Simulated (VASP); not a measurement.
# TbC4 (P6/mmm) in VASP: relaxation of cell and atoms with PBE

Aim: the relaxation of cell and atoms of TbC4 with PBE.

All numbers are computed with VASP 6.6.1; they aren't measurements. Logs are shortened: lines on timing, memory, paths and dates and some standing lists are left out, and cuts for length are marked.

## Step 1: The cell of the first run

Symmetry: P6/mmm, No. 191, hexagonal system. Conventional cell: a = 2.672 Å, b = 2.672 Å, c = 8.103 Å, α = 90.00°, β = 90.00°, γ = 120.00°. Tb (site symmetry 6/mmm) has 6 Tb at 2.67 Å and 12 C at 2.67 Å within 3.5 Å. Within 2.1 Å of C (site symmetry 3m) lie 3 C at 1.54 Å.

The cell was built from a structure type or drawn by symmetry, and may not be a known phase.

## Step 2: Relaxation of cell and atoms, PBE

Contents of INCAR:

```
SYSTEM = TbC4
PREC = Accurate
ENCUT = 600
EDIFF = 1E-7
ISMEAR = 0
SIGMA = 0.1
LREAL = .False.
LASPH = .True.
NELM = 200
ALGO = Normal
ISIF = 3
LWAVE = .False.
LCHARG = .False.
GGA = PE
IBRION = 2
NSW = 100
EDIFFG = -0.01
GGA_COMPAT = .False.
NELMIN = 4
LMAXMIX = 6
```

Contents of KPOINTS:

```
regular mesh
0
Gamma
  18 18 6
  0 0 0
```

Contents of POSCAR:

```
TbC4
1.0
    2.6724046001      0.0000000000      0.0000000000
   -1.3362023001      2.3143702729      0.0000000000
    0.0000000000      0.0000000000      8.1025023752
Tb C
1 4
Direct
    0.0000000000      0.0000000000      0.0000000000
    0.3333333333      0.6666666667      0.7304204432
    0.3333333333      0.6666666667      0.2695795568
    0.6666666667      0.3333333333      0.2695795568
    0.6666666667      0.3333333333      0.7304204432
```

Potentials or basis: VASP PAW PBE potentials, release 64 (Tb_3, C), 4f in core.

Launch:

```bash
cat potpaw_PBE.64/Tb_3/POTCAR potpaw_PBE.64/C/POTCAR > POTCAR
mpirun -np 1 vasp_std > vasp.out
```

OUTCAR:

```text
SYSTEM = TbC4
   PREC = Accurate
   ENCUT = 600
   EDIFF = 1E-7
   ISMEAR = 0
   LREAL = .False.
   LASPH = .True.
   NELM = 200
   ISIF = 3
   GGA = PE
   IBRION = 2
   NSW = 100
   EDIFFG = -0.01
   NELMIN = 4

 ion  position               nearest neighbor table
   1  0.000  0.000  0.000-   2 2.67   3 2.67   4 2.67   5 2.67   4 2.67   5 2.67   2 2.67   3 2.67
                             4 2.67   5 2.67   2 2.67   3 2.67
   2  0.333  0.667  0.730-   5 1.54   5 1.54   5 1.54   1 2.67   1 2.67   1 2.67
   3  0.333  0.667  0.270-   4 1.54   4 1.54   4 1.54   1 2.67   1 2.67   1 2.67
   4  0.667  0.333  0.270-   3 1.54   3 1.54   3 1.54   1 2.67   1 2.67   1 2.67
   5  0.667  0.333  0.730-   2 1.54   2 1.54   2 1.54   1 2.67   1 2.67   1 2.67

  LATTYP: Found a hexagonal cell.
 ALAT       =     2.6724046001
 C/A-ratio  =     3.0319145443

  Lattice vectors:

 A1 = (   2.6724046001,   0.0000000000,   0.0000000000)
 A2 = (  -1.3362023001,   2.3143702729,   0.0000000000)
 A3 = (   0.0000000000,   0.0000000000,   8.1025023752)

Analysis of symmetry for initial positions (statically):
=====================================================================
 Subroutine PRICEL returns:
 Original cell was already a primitive cell.

 Routine SETGRP: Setting up the symmetry group for a
 hexagonal supercell.

 Subroutine GETGRP returns: Found 24 space group operations
 (whereof 24 operations were pure point group operations)
 out of a pool of 24 trial point group operations.

The static configuration has the point symmetry D_6h.

Analysis of symmetry for dynamics (positions and initial velocities):
=====================================================================
 Subroutine PRICEL returns:
 Original cell was already a primitive cell.

 Routine SETGRP: Setting up the symmetry group for a
 hexagonal supercell.

 Subroutine GETGRP returns: Found 24 space group operations
 (whereof 24 operations were pure point group operations)
 out of a pool of 24 trial point group operations.

The dynamic configuration has the point symmetry D_6h.

 Subroutine INISYM returns: Found 24 space group operations
 (whereof 24 operations are pure point group operations),
 and found     1 'primitive' translations

----------------------------------------------------------------------------------------

[... 101 lines left out ...]
   NSW    =    100    number of steps for IOM
   IBRION =      2    ionic relax: 0-MD 1-quasi-New 2-CG
   NFREE  =      1    steps in history (QN), initial steepest desc. (CG)
   ISIF   =      3    stress and relaxation
   ISYM   =      2    0-nonsym 1-usesym 2-fastsym
   POTIM  = 0.5000    time-step for ionic-motion
   TEBEG  =    0.0;   TEEND  =   0.0 temperature during run
   PSTRESS=    0.0 pullay stress
   NELECT =      25.0000    total number of electrons
   NUPDOWN=      -1.0000    fix difference up-down
   EMIN   =  10.00;   EMAX   =-10.00  energy-range for DOS
   EFERMI =   0.00;   METHOD = LEGACY
   ISMEAR =     0;   SIGMA  =   0.10  broadening in eV -4-tet -1-fermi 0-gaus
   EFERMI_NEDOS =   21; number of points for ismear=-14 and -15
   IALGO  =     38    algorithm
   IMIX   =      4    mixing-type and parameters
     AMIX     =   0.40;   BMIX     =  1.00
     AMIX_MAG =   1.60;   BMIX_MAG =  1.00
  volume/ion in A,a.u.               =      10.02        67.64
  Fermi-wavevector in a.u.,A,eV,Ry     =   1.298385  2.453592 22.936744  1.685803
  Thomas-Fermi vector in A             =   2.429717
   LORBIT       =      0    0 simple, 1 ext, 2 COOP (PROOUT), +10 PAW based schemes
   GGA     = PE    functional components
   LHFCALC =     F    Hartree Fock is set to
   AEXX    =    0.0000 exact exchange contribution
   IVDW    =     0    specifies the selected vdW correction
   LEPSILON=     F    determine dielectric tensor
   LRPA    =     F    only Hartree local field effects (RPA)
 conjugate gradient relaxation of ions
 non-spin polarized calculation
 Gauss-broadening in eV      SIGMA  =   0.10
  energy-cutoff  :      600.00
  volume of cell :       50.11
 maximum number of plane-waves:      1725
 NGX is ok and might be reduce to    24
   NGX = 11   NGY = 11   NGZ = 33

--------------------------------------- Ionic step        1  -------------------------------------------

 number of electron      25.0000000 magnetization

 Free energy of the ion-electron system (eV)
  ---------------------------------------------------
  ext. energy  EPLUGINS =         0.00000000
  ---------------------------------------------------
  free energy    TOTEN  =       -38.25091687 eV

  energy without entropy =      -38.24731384  energy(sigma->0) =      -38.24911535

------------------------ aborting loop because EDIFF is reached ----------------------------------------

  FORCE on cell =-STRESS in cart. coord.  units (eV):
  Direction    XX          YY          ZZ          XY          YZ          ZX
  --------------------------------------------------------------------------------------
  -------------------------------------------------------------------------------------
  Total        0.6261488      0.6261488      0.2097489     -0.0000000      0.0000000     -0.0000000
  in kB       20.0186087     20.0186087      6.7058833     -0.0000000      0.0000000     -0.0000000
  external PRESSURE =      15.5810335 kB  Pullay stress =       0.0000000 kB
[... 104 lines left out ...]
--------------------------------------- Ionic step        4  -------------------------------------------

 number of electron      25.0000001 magnetization

 Free energy of the ion-electron system (eV)
  ---------------------------------------------------
  ext. energy  EPLUGINS =         0.00000000
  ---------------------------------------------------
  free energy    TOTEN  =       -38.25253761 eV

  energy without entropy =      -38.24895799  energy(sigma->0) =      -38.25074780

 E-fermi :   6.9154     XC(G=0): -11.3668

 val. band max:        6.9048704339   @ k =   0.3889   0.0556   0.0000
 cond. band min:       6.9438146705   @ k =   0.5000   0.0000   0.5000
 fundamental gap:      0.0389442367
 Fermi energy:         6.9153544199

 k-point     1 :       0.0000    0.0000    0.0000
  band No.  band energies     occupation
      1     -17.2964      2.00000
      2     -13.3160      2.00000
      3     -13.3160      2.00000
      4     -12.6718      2.00000
      5     -11.5555      2.00000
      6      -1.8406      2.00000
[... 433 lines left out ...]
      3     -15.0829      2.00000
      4      -8.6230      2.00000
      5      -8.5191      2.00000
      6      -6.0368      2.00000
[... 8 lines left out ...]
     15      10.0096      0.00000
     16      11.1637      0.00000

 [... further k-points ...]
[... 5 lines left out ...]
  --------------------------------------------------------------------------------------
  -------------------------------------------------------------------------------------
  Total       -0.0073934     -0.0073934      0.0235504      0.0000000      0.0000000      0.0000000
  in kB       -0.2349663     -0.2349663      0.7484414      0.0000000      0.0000000      0.0000000
  external PRESSURE =       0.0928363 kB  Pullay stress =       0.0000000 kB
[... 20 lines left out ...]
  FREE ENERGIE OF THE ION-ELECTRON SYSTEM (eV)
  ---------------------------------------------------
  free  energy   TOTEN  =       -38.2525376050 eV

  energy  without entropy=      -38.2489579868  energy(sigma->0) =      -38.25074780

 reached required accuracy - stopping structural energy minimisation
```

Run time: 5.5 min. Hardware: 1 thread of Intel Xeon Platinum 8488C (Sapphire Rapids), shared host; peak memory 0.3 GiB.

Results:

| Property | Result |
| --- | --- |
| Free energy | -38.2525 eV |
| Relaxed volume | 10.08 Å³/atom |
| Relaxed cell | a = 2.679 Å, b = 2.679 Å, c = 8.114 Å, α = 90.00°, β = 90.00°, γ = 120.00° |
| Space group after relaxing (to 0.1 Å) | P6/mmm (No. 191) |
| Energy gained by relaxing | 0.3 meV/atom |
| Ionic steps | 4 |
| Pressure after relaxing | 0.0 GPa |
| Largest force after relaxing | 0.003 eV/Å |
| Band gap on the k mesh | zero (an odd number of electrons rules out a gap without spin polarisation) |

Forces in eV/Å, atoms in the order of the input:
```
Tb   0.000  0.000  0.000
C    0.000  0.000 -0.003
C    0.000  0.000  0.003
C    0.000  0.000  0.003
C    0.000  0.000 -0.003
```

The path:
| step | energy change (eV) | largest force (eV/Å) | pressure (GPa) | volume (Å³) |
| --- | --- | --- | --- | --- |
| 1 | 0.0000 | 0.0258 | 1.56 | 50.11 |
| 2 | 0.0022 | 0.0171 | -2.24 | 50.82 |
| 3 | -0.0016 | 0.0087 | 0.04 | 50.39 |
| 4 | -0.0016 | 0.0031 | 0.01 | 50.41 |

Final structure:
```
Tb C
1.0
     2.67852    0.00000    0.00000
    -1.33926    2.31967    0.00000
     0.00000    0.00000    8.11392
Tb C
1 4
Cartesian
  0.0000 0.0000 8.1139
  0.0000 1.5464 5.9257
  0.0000 1.5464 2.1882
  1.3393 0.7732 2.1882
  1.3393 0.7732 5.9257
```

Caveat: spin-orbit coupling is left out, which moves the levels of the heavy elements; this functional lacks dispersion, which binds the layers, so the pressure and a relaxed spacing across them are unreliable; the 4f electrons are frozen in the core, so they carry no moment and show no levels. Spin polarisation is off, so any magnetic state and its effect on volume and gap are missing.
